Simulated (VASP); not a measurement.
A run of VASP 6.6.1:

File INCAR:

```
PREC = Accurate
ENCUT = 600
EDIFF = 1E-6
ISMEAR = 0
SIGMA = 0.1
LREAL = False
LASPH = True
NELM = 80
ALGO = Normal
ISIF = 3
LWAVE = False
LCHARG = False
GGA = PE
IBRION = 2
NSW = 100
EDIFFG = -0.01
```

KPOINTS

```
regular mesh
0
Gamma
  12 12 14
```

The input POSCAR:

```
Al3H
1.0
    4.5089006990      0.0000000000      0.0000000000
   -2.2544503495      3.9048225485      0.0000000000
    0.0000000000      0.0000000000      3.4892834614
Al H
3 1
Direct
    0.3333333333      0.6666666667      0.0000000000
    0.6666666667      0.3333333333      0.0000000000
    0.0000000000      0.0000000000      0.5000000000
    0.0000000000      0.0000000000      0.0000000000
```

Potentials or basis: VASP PAW PBE potentials, release 64 (Al, H).

The run is started by

```console
$ cat potpaw_PBE.64/Al/POTCAR potpaw_PBE.64/H/POTCAR > POTCAR
$ mpirun -np 1 vasp_std > vasp.out
```

Hardware: 1 thread of Intel(R) Xeon(R) Platinum 8559C (Emerald Rapids), with other jobs on the host.

Problem. How long does it take, and how much memory?

Solution. Wall time 110 s on 1 thread of Intel(R) Xeon(R) Platinum 8559C (Emerald Rapids) (shared host), peak memory 0.25 GiB. Counts: scf iterations 37, k points 152, ion steps 6.
